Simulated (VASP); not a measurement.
Runs of VASP 6.6.1 on AlGa3N4. The structure is that of space group P-42m (No. 111), or close to it. The cells are those of the table. 

| cell | gap on the mesh (eV) | pressure (GPa) | largest force (eV/Å) |
| --- | --- | --- | --- |
| a = 4.689, b = 4.689, c = 4.242 Å, 8 atoms | 2.20 | -8.5 | 0.11 |
| a = 4.354, b = 4.354, c = 4.689 Å, 8 atoms | 2.68 | 0.8 | 0.10 |
| a = 4.242, b = 4.242, c = 4.689 Å, 8 atoms | 2.98 | 12.0 | 0.14 |
| a = 4.577, b = 4.577, c = 4.242 Å, 8 atoms | 2.62 | (b) | 0.11 |
| a = 4.689, b = 4.689, c = 4.354 Å, 8 atoms | 2.09 | -12.2 | (a) |
| a = 4.242, b = 4.242, c = 4.577 Å, 8 atoms | (c) | 18.8 | 0.14 |

Alike in all rows: task single point; level r2SCAN; potentials or basis VASP PAW PBE potentials, release 64 (Al, Ga_d, N); no spin polarisation; k mesh 6 × 6 × 6; cutoff (eV) 520; smearing gaussian 0.05 eV.

Fill in the values left out.

(a) 0.09; (b) 0.7; (c) 3.23.

Caveats: the PAW data sets were made with another functional, which shifts forces and pressure a little.

A k mesh can miss the band edges, and the runs leave out spin-orbit coupling on Ga.
